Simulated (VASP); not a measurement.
Set up this calculation in VASP 6.6.1, as the native input.

| Quantity | Value |
| --- | --- |
| Task | single point |
| Functional | LDA |
| Potentials or basis | VASP PAW LDA potentials, release 64 (Ca_sv, O) |
| Cutoff | 520 eV |
| k mesh | 12 × 12 × 6 |
| Occupations | gaussian, width 0.01 eV |
| Spin | no spin polarisation |
| Dipole correction | no |
| Further INCAR settings | ALGO = Normal; EDIFF = 1e-07; NBANDS = 24 |

The structure of CaO lies in POSCAR:

```
CaO
1.0
    3.9810268624      0.0000000000      0.0000000000
   -1.9905134312      3.4476703960      0.0000000000
    0.0000000000      0.0000000000      4.7701156015
Ca O
2 2
Direct
    0.3333333333      0.6666666667      0.2500000000
    0.6666666667      0.3333333333      0.7500000000
    0.6666666667      0.3333333333      0.2500000000
    0.3333333333      0.6666666667      0.7500000000
```

One way to write it, as run:

INCAR

```
ALGO     = Normal         # electronic algorithm
EDIFF    = 1E-7           # SCF threshold, eV
ENCUT    = 520            # plane-wave cutoff, eV
GGA      = CA             # functional
ISIF     = 2              # what is computed and relaxed
ISMEAR   = 0              # smearing method
LASPH    = True           # aspherical terms in the spheres
LCHARG   = False          # write CHGCAR
LREAL    = False          # projectors in reciprocal space
LWAVE    = False          # write WAVECAR
NBANDS   = 24             # bands
NELM     = 80             # most SCF steps
PREC     = Accurate       # precision mode
SIGMA    = 0.01           # smearing width, eV
```

KPOINTS

```
k-points
0
Gamma
  12 12 6
```

Potentials or basis: VASP PAW LDA potentials, release 64 (Ca_sv, O).

Command:

```sh
$ cat potpaw_LDA.64/Ca_sv/POTCAR potpaw_LDA.64/O/POTCAR > POTCAR
$ mpirun -np 1 vasp_std > vasp.out
```

It gave:

```json
{"Pressure": "-4.4 GPa", "Band gap on the k mesh": "3.03 eV"}
```

Caveat: the cell stands under tension.

Wall time 3.6 min on 1 thread of Intel Xeon 8259CL (shared host), peak memory 0.2 GiB.
